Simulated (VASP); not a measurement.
Set up this calculation in VASP 6.6.1, as the native input.

* Task: single point
* Functional: r2SCAN
* Potentials or basis: VASP PAW PBE potentials, release 64 (Ta_pv, Sc_sv, N)
* Cutoff: 520 eV
* k mesh: 10 × 10 × 3
* Occupations: fermi-dirac, width 0.05 eV
* Spin: no spin polarisation
* Hubbard terms: Sc d U = 4.0 eV, Ta d U = 4.0 eV
* Dipole correction: no
* Further INCAR settings: ALGO = Normal; EDIFF = 1e-06; NBANDS = 36

ScTaN:

```
Ta Sc N
1.0
     3.08507    0.00000    0.00000
    -1.54253    2.67175    0.00000
     0.00000    0.00000   10.34014
Ta Sc N
2 2 2
Cartesian
  0.0000 1.7812 2.5399
  1.5425 0.8906 7.8003
  0.0000 0.0000 0.0000
  0.0000 0.0000 5.1701
  0.0000 1.7812 6.5126
  1.5425 0.8906 3.8275
```

The input as run:

POSCAR

```
ScTaN
1.0
    3.0850655424      0.0000000000      0.0000000000
   -1.5425327712      2.6717451321      0.0000000000
    0.0000000000      0.0000000000     10.3401360000
Ta Sc N
2 2 2
Direct
    0.3333333333      0.6666666667      0.2456310000
    0.6666666667      0.3333333333      0.7543690000
    0.0000000000      0.0000000000      0.0000000000
    0.0000000000      0.0000000000      0.5000000000
    0.3333333333      0.6666666667      0.6298410000
    0.6666666667      0.3333333333      0.3701590000
```

INCAR.step1

```
PREC     = Accurate       # precision mode
ENCUT    = 520            # plane-wave cutoff, eV
ISMEAR   = -1             # smearing method
SIGMA    = 0.05           # smearing width, eV
LREAL    = False          # projectors in reciprocal space
LASPH    = True           # aspherical terms in the spheres
NELM     = 150            # most SCF steps
LMAXMIX  = 4              # l up to which the mixer works
LDAU     = True           # DFT+U
LDAUTYPE = 2            
LDAUL    = 2 2 -1         # shell
LDAUU    = 4 4 0          # U, eV
LDAUJ    = 0 0 0        
NBANDS   = 36             # bands
GGA      = PE             # functional
ALGO     = Normal         # electronic algorithm
EDIFF    = 1E-4           # SCF threshold, eV
LWAVE    = True           # write WAVECAR
LCHARG   = False          # write CHGCAR
```

INCAR.step2

```
PREC     = Accurate       # precision mode
ENCUT    = 520            # plane-wave cutoff, eV
EDIFF    = 1E-6           # SCF threshold, eV
ISMEAR   = -1             # smearing method
SIGMA    = 0.05           # smearing width, eV
LREAL    = False          # projectors in reciprocal space
LASPH    = True           # aspherical terms in the spheres
NELM     = 150            # most SCF steps
ALGO     = Normal         # electronic algorithm
ISIF     = 2              # what is computed and relaxed
LWAVE    = False          # write WAVECAR
LCHARG   = True           # write CHGCAR
LMAXMIX  = 4              # l up to which the mixer works
LDAU     = True           # DFT+U
LDAUTYPE = 2            
LDAUL    = 2 2 -1         # shell
LDAUU    = 4 4 0          # U, eV
LDAUJ    = 0 0 0        
LDAUPRINT= 1            
METAGGA  = R2SCAN         # meta-GGA
LMIXTAU  = True         
LELF     = True           # ELF
LVHAR    = True         
NBANDS   = 36             # bands
ISTART   = 1
```

KPOINTS

```
regular mesh
0
Gamma
  10 10 3
```

Potentials or basis: VASP PAW PBE potentials, release 64 (Ta_pv, Sc_sv, N).

Launch:

```bash
$ cat potpaw_PBE.64/Ta_pv/POTCAR potpaw_PBE.64/Sc_sv/POTCAR potpaw_PBE.64/N/POTCAR > POTCAR
$ cp INCAR.step1 INCAR
$ mpirun -np 1 vasp_std > vasp.out
$ cp INCAR.step2 INCAR
$ mpirun -np 1 vasp_std > vasp.out
```

Results of the run:

- Pressure: 11.3 GPa
- Largest force: 0.541 eV/Å
- Band gap on the k mesh: zero (bands 27 and 28 overlap by 1.19 eV)

Caveat: the cell stands under pressure; the PAW data sets were made with another functional, which shifts forces and pressure a little; spin-orbit coupling is left out, which moves the levels of the heavy elements; U without spin polarisation on a metal has little footing.

It took 12 min on 1 thread of Oxide Virtual Turin-like Processor, with other jobs on the host, peak memory 0.25 GiB.
